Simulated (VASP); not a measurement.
# PbS (Amm2) in VASP: single point with LDA

Aim: the single point of PbS with LDA.

Program: VASP 6.6.1. These are calculated values, not measurements. Logs are shortened: lines on timing, memory, paths and dates and some standing lists are left out, and cuts for length are marked.

**1. The cell of the first run**

The structure is orthorhombic, space group Amm2 (No. 38). The conventional cell has a = 4.070 Å, b = 11.380 Å, c = 11.147 Å, α = 90.00°, β = 90.00°, γ = 90.00°. Within 3.7 Å of Pb (site symmetry m) lie 5 S at 2.81 to 3.14 Å and 1 Pb at 3.69 Å. Pb (site symmetry mm2) has 4 S at 2.81 to 2.89 Å within 3.7 Å. Pb (site symmetry mm2) has 6 S at 2.91 to 3.13 Å within 3.8 Å. Within 4.1 Å of S (site symmetry m) lie 5 Pb at 2.85 to 3.13 Å and 4 S at 3.90 to 4.07 Å. S (site symmetry mm2) has 4 Pb at 2.81 Å within 3.7 Å. S (site symmetry mm2) has 6 Pb at 2.91 to 3.14 Å within 3.8 Å.

**2. Single point, LDA**

File INCAR:

```
SYSTEM = PbS
PREC = Accurate
ENCUT = 520
EDIFF = 1E-6
ISMEAR = 0
SIGMA = 0.01
LREAL = .FALSE.
LASPH = .TRUE.
NELM = 60
ALGO = Normal
ISIF = 2
LWAVE = .FALSE.
LCHARG = .FALSE.
NBANDS = 50
```

File KPOINTS:

```
Automatic mesh
0
G
  4 2 2
  0 0 0
```

File POSCAR:

```
PbS
1.0
    4.0699280000      0.0000000000      0.0000000000
    0.0000000000      5.6898180000      5.5735990000
    0.0000000000     -5.6898180000      5.5735990000
Pb S
4 4
Direct
    0.0000000000      0.6631120000      0.3391490000
    0.0000000000      0.3391490000      0.6631120000
    0.5000000000      0.1373870000      0.1373870000
    0.0000000000      0.8237310000      0.8237310000
    0.5000000000      0.7748220000      0.1178520000
    0.5000000000      0.1178520000      0.7748220000
    0.0000000000      0.3108960000      0.3108960000
    0.5000000000      0.6372510000      0.6372510000
```

Potentials or basis: VASP PAW LDA potentials, release 64 (Pb_d, S).

Launch:

```
cat potpaw_LDA.64/Pb_d/POTCAR potpaw_LDA.64/S/POTCAR > POTCAR
mpirun -np 1 vasp_std > vasp.out
```

OUTCAR:

```text
SYSTEM = PbS
   PREC = Accurate
   ENCUT = 520
   EDIFF = 1E-6
   ISMEAR = 0
   LREAL = .FALSE.
   LASPH = .TRUE.
   NELM = 60
   ISIF = 2

 ion  position               nearest neighbor table
   1  0.000  0.663  0.339-   7 2.81   5 2.85   5 2.85   8 3.14   8 3.14   2 3.69   4 4.04
   2  0.000  0.339  0.663-   7 2.81   6 2.85   6 2.85   8 3.14   8 3.14   1 3.69   4 4.04
   3  0.500  0.137  0.137-   7 2.81   7 2.81   5 2.89   6 2.89   4 4.05   4 4.05
   4  0.000  0.824  0.824-   8 2.91   8 2.91   5 3.13   5 3.13   6 3.13   6 3.13   1 4.04   2 4.04
                             3 4.05   3 4.05
   5  0.500  0.775  0.118-   1 2.85   1 2.85   3 2.89   4 3.13   4 3.13
   6  0.500  0.118  0.775-   2 2.85   2 2.85   3 2.89   4 3.13   4 3.13
   7  0.000  0.311  0.311-   3 2.81   3 2.81   1 2.81   2 2.81
   8  0.500  0.637  0.637-   4 2.91   4 2.91   1 3.14   1 3.14   2 3.14   2 3.14

  LATTYP: Found a base centered orthorhombic cell.
 ALAT       =    11.1471980000
 B/A-ratio  =     1.0208516974
 C/A-ratio  =     0.3651077159

  Lattice vectors:

 A1 = (   0.0000000000,   5.6898180000,   5.5735990000)
 A2 = (   0.0000000000,  -5.6898180000,   5.5735990000)
 A3 = (   4.0699280000,   0.0000000000,   0.0000000000)

Analysis of symmetry for initial positions (statically):
=====================================================================
 Subroutine PRICEL returns:
 Original cell was already a primitive cell.

 Routine SETGRP: Setting up the symmetry group for a
 base centered orthorhombic supercell.

 Subroutine GETGRP returns: Found  4 space group operations
 (whereof  4 operations were pure point group operations)
 out of a pool of  8 trial point group operations.

The static configuration has the point symmetry C_2v.

Analysis of symmetry for dynamics (positions and initial velocities):
=====================================================================
 Subroutine PRICEL returns:
 Original cell was already a primitive cell.

 Routine SETGRP: Setting up the symmetry group for a
 base centered orthorhombic supercell.

 Subroutine GETGRP returns: Found  4 space group operations
 (whereof  4 operations were pure point group operations)
 out of a pool of  8 trial point group operations.

The dynamic configuration has the point symmetry C_2v.

 Subroutine INISYM returns: Found  4 space group operations
 (whereof  4 operations are pure point group operations),
 and found     1 'primitive' translations

----------------------------------------------------------------------------------------

                                     Primitive cell

  volume of cell :     258.1373

  direct lattice vectors                    reciprocal lattice vectors
     4.069928000  0.000000000  0.000000000     0.245704592  0.000000000  0.000000000
     0.000000000  5.689818000  5.573599000     0.000000000  0.087876273  0.089708642
     0.000000000 -5.689818000  5.573599000     0.000000000 -0.087876273  0.089708642

  length of vectors
     4.069928000  7.964862503  7.964862503     0.245704592  0.125578182  0.125578182

  position of ions in fractional coordinates (direct lattice)
     0.000000000  0.663112000  0.339149000
     0.000000000  0.339149000  0.663112000
     0.500000000  0.137387000  0.137387000
     0.000000000  0.823731000  0.823731000
     0.500000000  0.774822000  0.117852000
     0.500000000  0.117852000  0.774822000
     0.000000000  0.310896000  0.310896000
     0.500000000  0.637251000  0.637251000

  ion indices of the primitive-cell ions
   primitive index   ion index
                 1           1
                 2           2
                 3           3
                 4           4
                 5           5
                 6           6
                 7           7
                 8           8

----------------------------------------------------------------------------------------

 KPOINTS: Automatic mesh

Automatic generation of k-mesh.
 Grid dimensions read from file:
 generate k-points for:    4    2    2

 Generating k-lattice:

  Cartesian coordinates                     Fractional coordinates (reciprocal lattice)
     0.061426148  0.000000000  0.000000000     0.250000000  0.000000000  0.000000000
     0.000000000  0.043938137  0.044854321     0.000000000  0.500000000  0.000000000
     0.000000000 -0.043938137  0.044854321     0.000000000  0.000000000  0.500000000

  Length of vectors
     0.061426148  0.062789091  0.062789091

  Shift w.r.t. Gamma in fractional coordinates (k-lattice)
     0.000000000  0.000000000  0.000000000

 Subroutine IBZKPT returns following result:
 ===========================================

 Found      9 irreducible k-points:

 Following reciprocal coordinates:
            Coordinates               Weight
  0.000000  0.000000  0.000000      1.000000
  0.250000  0.000000  0.000000      2.000000
  0.500000  0.000000  0.000000      1.000000
  0.000000  0.500000 -0.000000      2.000000
  0.250000  0.500000 -0.000000      4.000000
  0.500000  0.500000 -0.000000      2.000000
  0.000000  0.500000  0.500000      1.000000
  0.250000  0.500000  0.500000      2.000000
  0.500000  0.500000  0.500000      1.000000
   k-points           NKPTS =      9   k-points in BZ     NKDIM =      9   number of bands    NBANDS=     50
   number of dos      NEDOS =    301   number of ions     NIONS =      8
   total plane-waves  NPLWV = 108000
   dimension x,y,z NGX =    30 NGY =   60 NGZ =   60
   dimension x,y,z NGXF=    60 NGYF=  120 NGZF=  120
   ions per type =               4   4
   NGX,Y,Z   is equivalent  to a cutoff of  12.25, 12.52, 12.52 a.u.
   NGXF,Y,Z  is equivalent  to a cutoff of  24.51, 25.05, 25.05 a.u.
 SYSTEM =  PbS
   PREC   = accura    normal or accurate (medium, high low for compatibility)
   ISTART =      0    job   : 0-new  1-cont  2-samecut
   ICHARG =      2    charge: 1-file 2-atom 10-const
   ISPIN  =      1    spin polarized calculation?
   LNONCOLLINEAR =      F non collinear calculations
   LSORBIT =      F    spin-orbit coupling
   LASPH  =      T    aspherical Exc in radial PAW
   ENCUT  =  520.0 eV  38.22 Ry    6.18 a.u.   7.57 14.81 14.81*2*pi/ulx,y,z
   NELM   =     60;   NELMIN=  2; NELMDL= -5     # of ELM steps
   EDIFF  = 0.1E-05   stopping-criterion for ELM
   LREAL  =      F    real-space projection
   EDIFFG = 0.1E-04   stopping-criterion for IOM
   NSW    =      0    number of steps for IOM
   IBRION =     -1    ionic relax: 0-MD 1-quasi-New 2-CG
   NFREE  =      0    steps in history (QN), initial steepest desc. (CG)
   ISIF   =      2    stress and relaxation
   ISYM   =      2    0-nonsym 1-usesym 2-fastsym
   POTIM  = 0.5000    time-step for ionic-motion
   TEBEG  =    0.0;   TEEND  =   0.0 temperature during run
   PSTRESS=    0.0 pullay stress
   NELECT =      80.0000    total number of electrons
   NUPDOWN=      -1.0000    fix difference up-down
   EMIN   =  10.00;   EMAX   =-10.00  energy-range for DOS
   EFERMI =   0.00;   METHOD = LEGACY
   ISMEAR =     0;   SIGMA  =   0.01  broadening in eV -4-tet -1-fermi 0-gaus
   EFERMI_NEDOS =   21; number of points for ismear=-14 and -15
   IALGO  =     38    algorithm
   IMIX   =      4    mixing-type and parameters
     AMIX     =   0.40;   BMIX     =  1.00
     AMIX_MAG =   1.60;   BMIX_MAG =  1.00
  volume/ion in A,a.u.               =      32.27       217.75
  Fermi-wavevector in a.u.,A,eV,Ry     =   1.107868  2.093566 16.699393  1.227371
  Thomas-Fermi vector in A             =   2.244387
   LORBIT       =      0    0 simple, 1 ext, 2 COOP (PROOUT), +10 PAW based schemes
   GGA     = CA    functional components
   LHFCALC =     F    Hartree Fock is set to
   AEXX    =    0.0000 exact exchange contribution
   IVDW    =     0    specifies the selected vdW correction
   LEPSILON=     F    determine dielectric tensor
   LRPA    =     F    only Hartree local field effects (RPA)
 non-spin polarized calculation
 Gauss-broadening in eV      SIGMA  =   0.01
  energy-cutoff  :      520.00
  volume of cell :      258.14
 maximum number of plane-waves:      6978
   NGX = 15   NGY = 29   NGZ = 29

 number of electron      79.9999989 magnetization

 Free energy of the ion-electron system (eV)
  ---------------------------------------------------
  ext. energy  EPLUGINS =         0.00000000
  ---------------------------------------------------
  free energy    TOTEN  =       -37.97157435 eV

  energy without entropy =      -37.97157435  energy(sigma->0) =      -37.97157435

 E-fermi :   3.6345     XC(G=0):  -8.8672

 val. band max:        3.5272610542   @ k =   0.5000   0.0000   0.0000
 cond. band min:       3.9491547361   @ k =   0.5000   0.0000   0.0000
 fundamental gap:      0.4218936819
 Fermi energy:         3.6344771887

 k-point     1 :       0.0000    0.0000    0.0000
  band No.  band energies     occupation
      1     -13.3900      2.00000
      2     -13.3106      2.00000
      3     -13.2989      2.00000
      4     -13.2943      2.00000
      5     -13.2912      2.00000
      6     -13.2869      2.00000
[... 42 lines left out ...]
     49       7.3041      0.00000
     50       7.4858      0.00000

 k-point     2 :       0.2500    0.0000    0.0000
  band No.  band energies     occupation
      1     -13.3626      2.00000
      2     -13.3259      2.00000
      3     -13.3212      2.00000
      4     -13.2968      2.00000
      5     -13.2768      2.00000
      6     -13.2658      2.00000
[... 42 lines left out ...]
     49       7.5521      0.00000
     50       7.6616      0.00000

 k-point     3 :       0.5000    0.0000    0.0000
  band No.  band energies     occupation
      1     -13.3683      2.00000
      2     -13.3315      2.00000
      3     -13.3174      2.00000
      4     -13.2980      2.00000
      5     -13.2905      2.00000
      6     -13.2682      2.00000
[... 307 lines left out ...]
     49       7.6655      0.00000
     50       8.0735      0.00000

 k-point     9 :       0.5000    0.5000    0.5000
  band No.  band energies     occupation
      1     -13.3691      2.00000
      2     -13.3317      2.00000
      3     -13.3155      2.00000
      4     -13.2963      2.00000
      5     -13.2732      2.00000
      6     -13.2728      2.00000
[... 42 lines left out ...]
     49       7.3165      0.00000
     50       7.5922      0.00000

------------------------ aborting loop because EDIFF is reached ----------------------------------------

  FORCE on cell =-STRESS in cart. coord.  units (eV):
  Direction    XX          YY          ZZ          XY          YZ          ZX
  --------------------------------------------------------------------------------------
  -------------------------------------------------------------------------------------
  Total       -5.2372883     -4.7599389     -4.9045504      0.0000000      0.0000000      0.0000000
  in kB      -32.5062036    -29.5434457    -30.4410037      0.0000000      0.0000000      0.0000000
  external PRESSURE =     -30.8302177 kB  Pullay stress =       0.0000000 kB

 VOLUME and BASIS-vectors are now :
 -----------------------------------------------------------------------------
  energy-cutoff  :      520.00
  volume of cell :      258.14
      direct lattice vectors                 reciprocal lattice vectors
     4.069928000  0.000000000  0.000000000     0.245704592  0.000000000  0.000000000
     0.000000000  5.689818000  5.573599000     0.000000000  0.087876273  0.089708642
     0.000000000 -5.689818000  5.573599000     0.000000000 -0.087876273  0.089708642

 POSITION                                       TOTAL-FORCE (eV/Angst)
 -----------------------------------------------------------------------------------
      0.00000      1.84329      5.58620         0.000000     -0.059508     -0.062282
      0.00000     -1.84329      5.58620         0.000000      0.059508     -0.062282
      2.03496      0.00000      1.53148         0.000000     -0.000000     -0.029410
      0.00000      0.00000      9.18229         0.000000     -0.000000      0.017596
      2.03496      3.73804      4.97541         0.000000      0.024079     -0.001770
      2.03496     -3.73804      4.97541         0.000000     -0.024079     -0.001770
      0.00000      0.00000      3.46562         0.000000     -0.000000      0.098207
      2.03496      0.00000      7.10356         0.000000     -0.000000      0.041713
 -----------------------------------------------------------------------------------
    total drift:                                0.000000      0.000001      0.001795

  FREE ENERGIE OF THE ION-ELECTRON SYSTEM (eV)
  ---------------------------------------------------
  free  energy   TOTEN  =       -37.9715743482 eV

  energy  without entropy=      -37.9715743482  energy(sigma->0) =      -37.97157435
```

Wall time 3.7 min (1 thread of Intel Xeon 8259CL, shared host); peak memory 0.3 GiB.

What came out:

```
Free energy            : -37.9716 eV
Pressure               : -3.1 GPa
Largest force          : 0.098 eV/Å
Band gap on the k mesh : 0.42 eV
```

Forces on the atoms (eV/Å):
```
Pb   0.000 -0.060 -0.062
Pb   0.000  0.060 -0.062
Pb   0.000  0.000 -0.029
Pb   0.000  0.000  0.018
S    0.000  0.024 -0.002
S    0.000 -0.024 -0.002
S    0.000  0.000  0.098
S    0.000  0.000  0.042
```

Caveat: the cell stands under tension; spin-orbit coupling is left out, which moves the levels of the heavy elements.
